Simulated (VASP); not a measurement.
# Al3InN4 (P-4m2) in VASP: further runs

The runs below take Al3InN4 through single point, relaxation of cell and atoms, with PBE.

Everything below comes from runs of VASP 6.6.1. Logs are shortened: lines on timing, memory, paths and dates and some standing lists are left out, and cuts for length are marked.

### 1 The cell of the first run

The structure is tetragonal, space group P-4m2 (No. 115). The conventional cell has a = 3.221 Å, b = 3.221 Å, c = 9.139 Å, α = 90.00°, β = 90.00°, γ = 90.00°. Al (site symmetry 2mm) has 4 N at 1.91 to 1.93 Å within 2.5 Å. Al (site symmetry -4m2) has 4 N at 1.93 Å within 2.6 Å. In (site symmetry -4m2) has 4 N at 2.15 Å within 2.8 Å. N (site symmetry 2mm) has 2 Al at 1.91 Å and 2 In at 2.15 Å within 2.5 Å. N (site symmetry 2mm) has 4 Al at 1.93 Å within 2.6 Å.

### 2 Single point, PBE

INCAR reads:

```
PREC = Accurate
ENCUT = 520
EDIFF = 1E-6
ISMEAR = 0
SIGMA = 0.02
LREAL = False
LASPH = True
NELM = 60
ALGO = Normal
ISIF = 2
LWAVE = False
LCHARG = False
GGA = PE
NBANDS = 31
```

KPOINTS reads:

```
Automatic mesh
0
Gamma
  8 8 4
```

POSCAR reads:

```
Al3InN4
1.0
    3.2207796560      0.0000000000      0.0000000000
    0.0000000000      3.2207796560      0.0000000000
    0.0000000000      0.0000000000      9.1391117566
Al In N
3 1 4
Direct
    0.0000000000      0.0000000000      0.7315419073
    0.0000000000      0.0000000000      0.2684580927
    0.5000000000      0.5000000000      0.5000000000
    0.5000000000      0.5000000000      0.0000000000
    0.5000000000      0.0000000000      0.8445712106
    0.0000000000      0.5000000000      0.1554287894
    0.5000000000      0.0000000000      0.3843444245
    0.0000000000      0.5000000000      0.6156555755
```

Potentials or basis: VASP PAW PBE potentials, release 64 (Al, In_d, N).

The run is started by

```sh
$ cat potpaw_PBE.64/Al/POTCAR potpaw_PBE.64/In_d/POTCAR potpaw_PBE.64/N/POTCAR > POTCAR
$ mpirun -np 1 vasp_std > vasp.out
```

OUTCAR:

```text
PREC = Accurate
   ENCUT = 520
   EDIFF = 1E-6
   ISMEAR = 0
   LREAL = False
   LASPH = True
   NELM = 60
   ISIF = 2
   GGA = PE

 ion  position               nearest neighbor table
   1  0.000  0.000  0.732-   5 1.91   5 1.91   8 1.93   8 1.93   3 3.11   3 3.11   3 3.11   3 3.11
                             4 3.35   4 3.35   4 3.35   4 3.35
   2  0.000  0.000  0.268-   6 1.91   6 1.91   7 1.93   7 1.93   3 3.11   3 3.11   3 3.11   3 3.11
                             4 3.35   4 3.35   4 3.35   4 3.35
   3  0.500  0.500  0.500-   7 1.93   8 1.93   7 1.93   8 1.93   1 3.11   2 3.11   1 3.11   1 3.11
                             2 3.11   2 3.11   1 3.11   2 3.11
   4  0.500  0.500  0.000-   5 2.15   6 2.15   5 2.15   6 2.15   1 3.35   2 3.35   1 3.35   1 3.35
                             2 3.35   2 3.35   1 3.35   2 3.35
   5  0.500  0.000  0.845-   1 1.91   1 1.91   4 2.15   4 2.15
   6  0.000  0.500  0.155-   2 1.91   2 1.91   4 2.15   4 2.15
   7  0.500  0.000  0.384-   3 1.93   3 1.93   2 1.93   2 1.93
   8  0.000  0.500  0.616-   3 1.93   3 1.93   1 1.93   1 1.93

  LATTYP: Found a simple tetragonal cell.
 ALAT       =     3.2207796560
 C/A-ratio  =     2.8375464120

  Lattice vectors:

 A1 = (   3.2207796560,   0.0000000000,   0.0000000000)
 A2 = (   0.0000000000,   3.2207796560,   0.0000000000)
 A3 = (   0.0000000000,   0.0000000000,   9.1391117566)

Analysis of symmetry for initial positions (statically):
=====================================================================
 Subroutine PRICEL returns:
 Original cell was already a primitive cell.

 Routine SETGRP: Setting up the symmetry group for a
 simple tetragonal supercell.

 Subroutine GETGRP returns: Found  8 space group operations
 (whereof  8 operations were pure point group operations)
 out of a pool of 16 trial point group operations.

The static configuration has the point symmetry D_2d.

Analysis of symmetry for dynamics (positions and initial velocities):
=====================================================================
 Subroutine PRICEL returns:
 Original cell was already a primitive cell.

 Routine SETGRP: Setting up the symmetry group for a
 simple tetragonal supercell.

 Subroutine GETGRP returns: Found  8 space group operations
 (whereof  8 operations were pure point group operations)
 out of a pool of 16 trial point group operations.

The dynamic configuration has the point symmetry D_2d.

 Subroutine INISYM returns: Found  8 space group operations
 (whereof  8 operations are pure point group operations),
 and found     1 'primitive' translations

----------------------------------------------------------------------------------------

                                     Primitive cell

  volume of cell :      94.8039

  direct lattice vectors                    reciprocal lattice vectors
     3.220779656  0.000000000  0.000000000     0.310483829  0.000000000  0.000000000
     0.000000000  3.220779656  0.000000000     0.000000000  0.310483829  0.000000000
     0.000000000  0.000000000  9.139111757     0.000000000  0.000000000  0.109419824

  length of vectors
     3.220779656  3.220779656  9.139111757     0.310483829  0.310483829  0.109419824

  position of ions in fractional coordinates (direct lattice)
     0.000000000  0.000000000  0.731541907
     0.000000000  0.000000000  0.268458093
     0.500000000  0.500000000  0.500000000
     0.500000000  0.500000000  0.000000000
     0.500000000  0.000000000  0.844571211
     0.000000000  0.500000000  0.155428789
     0.500000000  0.000000000  0.384344425
     0.000000000  0.500000000  0.615655575

  ion indices of the primitive-cell ions
   primitive index   ion index
                 1           1
                 2           2
                 3           3
                 4           4
                 5           5
                 6           6
                 7           7
                 8           8

----------------------------------------------------------------------------------------

 KPOINTS: Automatic mesh

Automatic generation of k-mesh.
 Grid dimensions read from file:
 generate k-points for:    8    8    4

 Generating k-lattice:

  Cartesian coordinates                     Fractional coordinates (reciprocal lattice)
     0.038810479  0.000000000  0.000000000     0.125000000  0.000000000  0.000000000
     0.000000000  0.038810479  0.000000000     0.000000000  0.125000000  0.000000000
     0.000000000  0.000000000  0.027354956     0.000000000  0.000000000  0.250000000

  Length of vectors
     0.038810479  0.038810479  0.027354956

  Shift w.r.t. Gamma in fractional coordinates (k-lattice)
     0.000000000  0.000000000  0.000000000

 Subroutine IBZKPT returns following result:
 ===========================================

 Found     45 irreducible k-points:

 Following reciprocal coordinates:
            Coordinates               Weight
  0.000000  0.000000  0.000000      1.000000
  0.125000  0.000000  0.000000      4.000000
  0.250000  0.000000  0.000000      4.000000
  0.375000  0.000000  0.000000      4.000000
  0.500000  0.000000  0.000000      2.000000
  0.125000  0.125000  0.000000      4.000000
[... 16 lines left out ...]
  0.375000  0.125000  0.250000     16.000000
  0.500000  0.125000  0.250000      8.000000
 [... further k-points ...]
   k-points           NKPTS =     45   k-points in BZ     NKDIM =     45   number of bands    NBANDS=     31
   number of dos      NEDOS =    301   number of ions     NIONS =      8
   total plane-waves  NPLWV =  40320
   dimension x,y,z NGX =    24 NGY =   24 NGZ =   70
   dimension x,y,z NGXF=    48 NGYF=   48 NGZF=  140
   ions per type =               3   1   4
   NGX,Y,Z   is equivalent  to a cutoff of  12.39, 12.39, 12.73 a.u.
   NGXF,Y,Z  is equivalent  to a cutoff of  24.78, 24.78, 25.47 a.u.
 SYSTEM =  unknown system
   PREC   = accura    normal or accurate (medium, high low for compatibility)
   ISTART =      0    job   : 0-new  1-cont  2-samecut
   ICHARG =      2    charge: 1-file 2-atom 10-const
   ISPIN  =      1    spin polarized calculation?
   LNONCOLLINEAR =      F non collinear calculations
   LSORBIT =      F    spin-orbit coupling
   LASPH  =      T    aspherical Exc in radial PAW
   ENCUT  =  520.0 eV  38.22 Ry    6.18 a.u.   5.99  5.99 16.99*2*pi/ulx,y,z
   NELM   =     60;   NELMIN=  2; NELMDL= -5     # of ELM steps
   EDIFF  = 0.1E-05   stopping-criterion for ELM
   LREAL  =      F    real-space projection
   EDIFFG = 0.1E-04   stopping-criterion for IOM
   NSW    =      0    number of steps for IOM
   IBRION =     -1    ionic relax: 0-MD 1-quasi-New 2-CG
   NFREE  =      0    steps in history (QN), initial steepest desc. (CG)
   ISIF   =      2    stress and relaxation
   ISYM   =      2    0-nonsym 1-usesym 2-fastsym
   POTIM  = 0.5000    time-step for ionic-motion
   TEBEG  =    0.0;   TEEND  =   0.0 temperature during run
   PSTRESS=    0.0 pullay stress
   NELECT =      42.0000    total number of electrons
   NUPDOWN=      -1.0000    fix difference up-down
   EMIN   =  10.00;   EMAX   =-10.00  energy-range for DOS
   EFERMI =   0.00;   METHOD = LEGACY
   ISMEAR =     0;   SIGMA  =   0.02  broadening in eV -4-tet -1-fermi 0-gaus
   EFERMI_NEDOS =   21; number of points for ismear=-14 and -15
   IALGO  =     38    algorithm
   IMIX   =      4    mixing-type and parameters
     AMIX     =   0.40;   BMIX     =  1.00
     AMIX_MAG =   1.60;   BMIX_MAG =  1.00
  volume/ion in A,a.u.               =      11.85        79.97
  Fermi-wavevector in a.u.,A,eV,Ry     =   1.248004  2.358385 21.191259  1.557514
  Thomas-Fermi vector in A             =   2.382110
   LORBIT       =      0    0 simple, 1 ext, 2 COOP (PROOUT), +10 PAW based schemes
   GGA     = PE    functional components
   LHFCALC =     F    Hartree Fock is set to
   AEXX    =    0.0000 exact exchange contribution
   IVDW    =     0    specifies the selected vdW correction
   LEPSILON=     F    determine dielectric tensor
   LRPA    =     F    only Hartree local field effects (RPA)
 non-spin polarized calculation
 Gauss-broadening in eV      SIGMA  =   0.02
  energy-cutoff  :      520.00
  volume of cell :       94.80
 maximum number of plane-waves:      2592
 NGX is ok and might be reduce to    24
   NGX = 11   NGY = 11   NGZ = 33

 number of electron      41.9999998 magnetization

 Free energy of the ion-electron system (eV)
  ---------------------------------------------------
  ext. energy  EPLUGINS =         0.00000000
  ---------------------------------------------------
  free energy    TOTEN  =       -54.82666179 eV

  energy without entropy =      -54.82666179  energy(sigma->0) =      -54.82666179

 E-fermi :   6.3546     XC(G=0): -10.8326

 val. band max:        6.2728899474   @ k =   0.0000   0.0000   0.0000
 cond. band min:       8.2132253635   @ k =   0.0000   0.0000   0.0000
 fundamental gap:      1.9403354161
 Fermi energy:         6.3546044892

 k-point     1 :       0.0000    0.0000    0.0000
  band No.  band energies     occupation
      1      -8.7367      2.00000
      2      -8.3546      2.00000
      3      -7.5819      2.00000
      4      -7.1181      2.00000
      5      -6.7275      2.00000
      6      -6.7156      2.00000
[... 23 lines left out ...]
     30      17.0291      0.00000
     31      17.0291      0.00000

 k-point     2 :       0.1250    0.0000    0.0000
  band No.  band energies     occupation
      1      -8.6188      2.00000
      2      -8.3152      2.00000
      3      -7.5642      2.00000
      4      -7.0579      2.00000
      5      -6.7530      2.00000
      6      -6.7109      2.00000
[... 23 lines left out ...]
     30      17.1701      0.00000
     31      17.1790      0.00000

 k-point     3 :       0.2500    0.0000    0.0000
  band No.  band energies     occupation
      1      -8.3465      2.00000
      2      -8.2000      2.00000
      3      -7.5268      2.00000
      4      -6.9085      2.00000
      5      -6.7314      2.00000
      6      -6.6997      2.00000
[... 703 lines left out ...]
     30      15.9955      0.00000
     31      16.4119      0.00000

 k-point    24 :       0.5000    0.1250    0.2500
  band No.  band energies     occupation
      1      -8.2158      2.00000
      2      -7.8204      2.00000
      3      -6.9072      2.00000
      4      -6.9005      2.00000
      5      -6.7830      2.00000
      6      -6.7551      2.00000
[... 23 lines left out ...]
     30      15.9184      0.00000
     31      16.3878      0.00000

 [... further k-points ...]

------------------------ aborting loop because EDIFF is reached ----------------------------------------

  FORCE on cell =-STRESS in cart. coord.  units (eV):
  Direction    XX          YY          ZZ          XY          YZ          ZX
  --------------------------------------------------------------------------------------
  -------------------------------------------------------------------------------------
  Total       -0.0950656     -0.0950656     -0.0526380      0.0000000      0.0000000      0.0000000
  in kB       -1.6066007     -1.6066007     -0.8895780      0.0000000      0.0000000      0.0000000
  external PRESSURE =      -1.3675931 kB  Pullay stress =       0.0000000 kB

 VOLUME and BASIS-vectors are now :
 -----------------------------------------------------------------------------
  energy-cutoff  :      520.00
  volume of cell :       94.80
      direct lattice vectors                 reciprocal lattice vectors
     3.220779656  0.000000000  0.000000000     0.310483829  0.000000000  0.000000000
     0.000000000  3.220779656  0.000000000     0.000000000  0.310483829  0.000000000
     0.000000000  0.000000000  9.139111757     0.000000000  0.000000000  0.109419824

 POSITION                                       TOTAL-FORCE (eV/Angst)
 -----------------------------------------------------------------------------------
      0.00000      0.00000      6.68564        -0.000000     -0.000000      0.002860
      0.00000      0.00000      2.45347        -0.000000     -0.000000     -0.002860
      1.61039      1.61039      4.56956        -0.000000     -0.000000     -0.000000
      1.61039      1.61039      0.00000        -0.000000      0.000000     -0.000000
      1.61039      0.00000      7.71863        -0.000000     -0.000000     -0.036218
      0.00000      1.61039      1.42048        -0.000000     -0.000000      0.036218
      1.61039      0.00000      3.51257         0.000000     -0.000000      0.000660
      0.00000      1.61039      5.62655        -0.000000     -0.000000     -0.000660
 -----------------------------------------------------------------------------------
    total drift:                                0.000000     -0.000000     -0.000000

  FREE ENERGIE OF THE ION-ELECTRON SYSTEM (eV)
  ---------------------------------------------------
  free  energy   TOTEN  =       -54.8266617944 eV

  energy  without entropy=      -54.8266617944  energy(sigma->0) =      -54.82666179
```

Run time: 70 s. Hardware: 1 thread of Intel Xeon Platinum 8488C (Sapphire Rapids), shared host; peak memory 0.26 GiB.

Results:

* Free energy: -54.8267 eV
* Pressure: -0.1 GPa
* Largest force: 0.036 eV/Å
* Band gap on the k mesh: 1.94 eV

Forces in eV/Å, atoms in the order of the input:
```
Al   0.000  0.000  0.003
Al   0.000  0.000 -0.003
Al   0.000  0.000  0.000
In   0.000  0.000  0.000
N    0.000  0.000 -0.036
N    0.000  0.000  0.036
N    0.000  0.000  0.001
N    0.000  0.000 -0.001
```

Levels at points of the mesh, in eV from the valence-band top:
```
           k point  band 18  band 19  band 20  band 21  band 22  band 23  band 24  band 25
(0.00, 0.00, 0.00)    -1.13    -0.56     0.00     0.00     1.94     3.42     5.00     5.05
(0.50, 0.00, 0.00)    -1.16    -0.84    -0.70    -0.07     4.46     4.79     6.80     7.41
(0.50, 0.50, 0.00)    -2.23    -2.03    -2.03    -1.87     2.97     2.97     5.76     5.76
(0.00, 0.00, 0.50)    -0.83    -0.83    -0.11    -0.11     2.78     3.69     3.84     4.86
(0.50, 0.00, 0.50)    -1.20    -1.17    -1.16    -0.07     4.64     4.95     6.84     7.06
(0.50, 0.50, 0.50)    -2.48    -2.44    -2.44    -2.35     4.05     4.05     4.35     4.35
```

Caveat: spin-orbit coupling is left out, which moves the levels of the heavy elements.

### 3 Relaxation of cell and atoms, PBE

INCAR reads:

```
ALGO = Normal
EDIFF = 1E-6
EDIFFG = -0.01
ENCUT = 600
GGA = PE
IBRION = 2
ISIF = 3
ISMEAR = 0
LASPH = T
LCHARG = F
LREAL = F
LWAVE = F
NELM = 80
NSW = 100
PREC = Accurate
SIGMA = 0.02
```

KPOINTS reads:

```
k-points
0
Gamma
  8 8 4
```

POSCAR reads:

```
Al3InN4
1.0
    3.2240924057      0.0000000000      0.0000000000
    0.0000000000      3.2240924057      0.0000000000
    0.0000000000      0.0000000000      9.1370037891
Al In N
3 1 4
Direct
    0.0000000000      0.0000000000      0.7315807374
    0.0000000000      0.0000000000      0.2684192626
    0.5000000000      0.5000000000      0.5000000000
    0.5000000000      0.5000000000      0.0000000000
    0.5000000000      0.0000000000      0.8445200264
    0.0000000000      0.5000000000      0.1554799736
    0.5000000000      0.0000000000      0.3843499150
    0.0000000000      0.5000000000      0.6156500850
```

Potentials or basis: VASP PAW PBE potentials, release 64 (Al, In_d, N).

The run is started by

```sh
$ cat potpaw_PBE.64/Al/POTCAR potpaw_PBE.64/In_d/POTCAR potpaw_PBE.64/N/POTCAR > POTCAR
$ mpirun -np 1 vasp_std > vasp.out
```

Wall time 3.7 min (1 thread of Intel Xeon Platinum 8488C (Sapphire Rapids), shared host); peak memory 0.33 GiB.

Results (log left out):

```yaml
Free_energy: -54.8330 eV
Relaxed_volume: 11.83 Å³/atom
Relaxed_cell: a = 3.220 Å, b = 3.220 Å, c = 9.132 Å, α = 90.00°, β = 90.00°, γ = 90.00°
Space_group_after_relaxing_to_0.1_Å: P-4m2 (No. 115)
Energy_gained_by_relaxing: 0.1 meV/atom
Ionic_steps: 4
Pressure_after_relaxing: 0.0 GPa
Largest_force_after_relaxing: 0.006 eV/Å
Band_gap_on_the_k_mesh: 1.95 eV
```

Forces in eV/Å, atoms in the order of the input:
```
Al   0.000  0.000 -0.006
Al   0.000  0.000  0.006
Al   0.000  0.000  0.000
In   0.000  0.000  0.000
N    0.000  0.000 -0.004
N    0.000  0.000  0.004
N    0.000  0.000  0.006
N    0.000  0.000 -0.006
```

Stress tensor (GPa, compression positive):
```
-0.02  0.00  0.00
 0.00 -0.02  0.00
 0.00  0.00  0.06
```

Step by step:
| step | energy change (eV) | largest force (eV/Å) | pressure (GPa) | volume (Å³) |
| --- | --- | --- | --- | --- |
| 1 | 0.0000 | 0.0252 | -0.56 | 94.98 |
| 2 | -0.0002 | 0.0110 | 0.49 | 94.41 |
| 3 | -0.0006 | 0.0155 | 0.03 | 94.66 |
| 4 | -0.0006 | 0.0064 | 0.01 | 94.67 |

Final structure:
```
CELL_PARAMETERS angstrom
3.21965 0.00000 0.00000
0.00000 3.21965 0.00000
0.00000 0.00000 9.13241
ATOMIC_POSITIONS crystal
Al 0.00000 0.00000 0.73148
Al 0.00000 0.00000 0.26852
Al 0.50000 0.50000 0.50000
In 0.50000 0.50000 0.00000
N 0.50000 0.00000 0.84437
N 0.00000 0.50000 0.15563
N 0.50000 0.00000 0.38434
N 0.00000 0.50000 0.61566
```

Levels at points of the mesh, in eV from the valence-band top:
| k point | band 18 | band 19 | band 20 | band 21 | band 22 | band 23 | band 24 | band 25 |
| --- | --- | --- | --- | --- | --- | --- | --- | --- |
| (0.00, 0.00, 0.00) | -1.13 | -0.57 | 0.00 | 0.00 | 1.95 | 3.42 | 5.01 | 5.07 |
| (0.50, 0.00, 0.00) | -1.17 | -0.83 | -0.70 | -0.07 | 4.45 | 4.79 | 6.81 | 7.42 |
| (0.50, 0.50, 0.00) | -2.23 | -2.03 | -2.03 | -1.87 | 2.97 | 2.97 | 5.77 | 5.77 |
| (0.00, 0.00, 0.50) | -0.83 | -0.83 | -0.11 | -0.11 | 2.78 | 3.69 | 3.85 | 4.88 |
| (0.50, 0.00, 0.50) | -1.21 | -1.17 | -1.17 | -0.08 | 4.64 | 4.95 | 6.85 | 7.08 |
| (0.50, 0.50, 0.50) | -2.49 | -2.44 | -2.44 | -2.35 | 4.05 | 4.05 | 4.35 | 4.35 |

Caveat: spin-orbit coupling is left out, which moves the levels of the heavy elements.
